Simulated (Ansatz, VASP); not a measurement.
# One calculation of TeMo2, two programs

```
Te Mo
1.0
     1.98079    1.14361    4.61355
    -1.98079    1.14361    4.61355
     0.00000   -2.28721    4.61355
Te Mo
1 2
Direct
  0.00000 0.00000 0.00000
  0.78932 0.78932 0.78932
  0.21068 0.21068 0.21068
```

Alike in both runs: functional PBE; k mesh 5 × 5 × 5; occupations gaussian, width 0.2 eV; no spin polarisation.

Ansatz relaxed the structure, and its values are those at the end. VASP's run is a single point on that final structure, the one shown.

```csv
,VASP,Ansatz
version,VASP 6.6.1,Ansatz 0.2.0
potentials or method,"VASP PAW PBE potentials, release 64 (Te, Mo_sv), cutoff 500 eV","scalar-relativistic, plane waves, PAW"
valence electrons in the cell,34,44
```

VASP gave:

* gap on the k mesh at the Fermi level (eV): none
* pressure (GPa): 0.2
* rms of the force components (eV/Å): 0.013

Problem. Estimate Ansatz's values.

Solution. gap on the k mesh at the Fermi level (eV): none; pressure (GPa): 0.1; rms of the force components (eV/Å): 0.003.

A gap of «none» marks a metal or a gap that the smearing closes. VASP's potentials hold 34 valence electrons a cell and Ansatz's 44, so a difference there can come from the potentials and not from the codes.

The k mesh is coarse, so the values compare programs but aren't converged. Spin-orbit coupling is off throughout.
